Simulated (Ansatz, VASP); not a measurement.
# Two plane-wave programs on Ga4AsN3

```
N Ga As
1.0
     4.89443    0.00000    0.00000
     0.00000    4.89443    0.00000
     0.00000    0.00000    4.89443
N Ga As
3 4 1
Direct
  0.50000 0.00000 0.00000
  0.00000 0.50000 0.00000
  0.00000 0.00000 0.50000
  0.22699 0.77301 0.77301
  0.77301 0.22699 0.77301
  0.77301 0.77301 0.22699
  0.22699 0.22699 0.22699
  0.50000 0.50000 0.50000
```

Alike in both runs: task single point; functional r2SCAN; k mesh 4 × 4 × 4; occupations fermi-dirac, width 0.02 eV; no spin polarisation.

|  | VASP | Ansatz |
| --- | --- | --- |
| version | VASP 6.6.1 | Ansatz 0.2.0 |
| potentials or method | VASP PAW PBE potentials, release 64 (N, Ga_d, As_d) | plane waves, PAW |
| plane-wave cutoff (eV) | 660 | 500 |
| valence electrons in the cell | 82 | 82 |

```csv
,VASP,Ansatz,Ansatz less VASP
pressure (GPa),-7.1,-7.4,-0.35
rms of the force components (eV/Å),0.050,0.039,-0.0112
```

VASP's potentials were made for PBE, not for r2SCAN. The functional is the same, so the differences come from potentials, cutoffs and numerics.
